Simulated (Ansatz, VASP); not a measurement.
# One calculation of Al3O2, two programs

```
CELL_PARAMETERS angstrom
2.90598 0.00000 0.00000
-1.45299 2.51666 0.00000
0.00000 0.00000 8.74751
ATOMIC_POSITIONS crystal
Al 0.00000 0.00000 0.00000
Al 0.33333 0.66667 0.73300
Al 0.66667 0.33333 0.26700
O 0.33333 0.66667 0.34449
O 0.66667 0.33333 0.65551
```

Alike in both runs: functional r2SCAN; k mesh 12 × 12 × 6; occupations gaussian, width 0.1 eV; no spin polarisation.

Ansatz relaxed the structure, and its values are those at the end. VASP's run is a single point on that final structure, the one shown.

|  | VASP | Ansatz |
| --- | --- | --- |
| version | VASP 6.6.1 | Ansatz 0.2.0 |
| potentials or method | VASP PAW PBE potentials, release 64 (Al, O), cutoff 520 eV | scalar-relativistic, plane waves, PAW |
| valence electrons in the cell | 21 | 21 |

```tsv
	VASP	Ansatz	Ansatz less VASP
gap on the k mesh at the Fermi level (eV)	none	none	-
pressure (GPa)	-0.2	0.0	+0.21
rms of the force components (eV/Å)	0.015	0.001	-0.0146
```

VASP's potentials were made for PBE, not for r2SCAN. A gap of «none» marks a metal or a gap that the smearing closes. The functional is the same, so the differences come from potentials, cutoffs and numerics.
